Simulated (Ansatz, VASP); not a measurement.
**ScAl4As: VASP beside Ansatz**

```xyz
6
Lattice="0.0000 3.8507 3.8507 3.8507 0.0000 3.8507 3.8507 3.8507 0.0000" Properties=species:S:1:pos:R:3 pbc="T T T"
Sc    1.9253    1.9253    1.9253
Al    2.8940    4.8074    2.8940
Al    2.8940    2.8940    4.8074
Al    4.8074    4.8074    4.8074
Al    4.8074    2.8940    2.8940
As    0.0000    0.0000    0.0000
```

Change from the starting cell: species swapped into the YMnNi4 type (F-43m, No. 216).

Alike in both runs: task single point; functional PBE; k mesh 4 × 4 × 4; occupations gaussian, width 0.1 eV; collinear spin.

```csv
,VASP,Ansatz
version,VASP 6.6.1,Ansatz 0.2.0
potentials or method,"VASP PAW PBE potentials, release 64 (Sc_sv, Al, As), cutoff 520 eV","scalar-relativistic, plane waves, PAW"
valence electrons in the cell,28,38
```

Ansatz gave:

```
gap on the k mesh at the Fermi level (eV)                     : none
pressure (GPa)                                                : -3.4
rms of the force components (eV/Å)                            : 0.009
net moment per atom (μB)                                      : 0.13
size of the moment on the site where the two differ most (μB) : 0.10
```

Problem. What did VASP give for the same quantities?

Solution. gap on the k mesh at the Fermi level (eV): none; pressure (GPa): -3.4; rms of the force components (eV/Å): 0.008; net moment per atom (μB): 0.13; size of the moment on the site where the two differ most (μB): 0.07.

Site moments also hang on the region over which each program counts them. Atom by atom the forces differ by 0.001 eV/Å (rms over components). A gap of «none» marks a metal or a gap that the smearing closes. The functional is the same, so the differences come from potentials, cutoffs and numerics. VASP's potentials hold 28 valence electrons a cell and Ansatz's 38, so a difference there can come from the potentials and not from the codes.
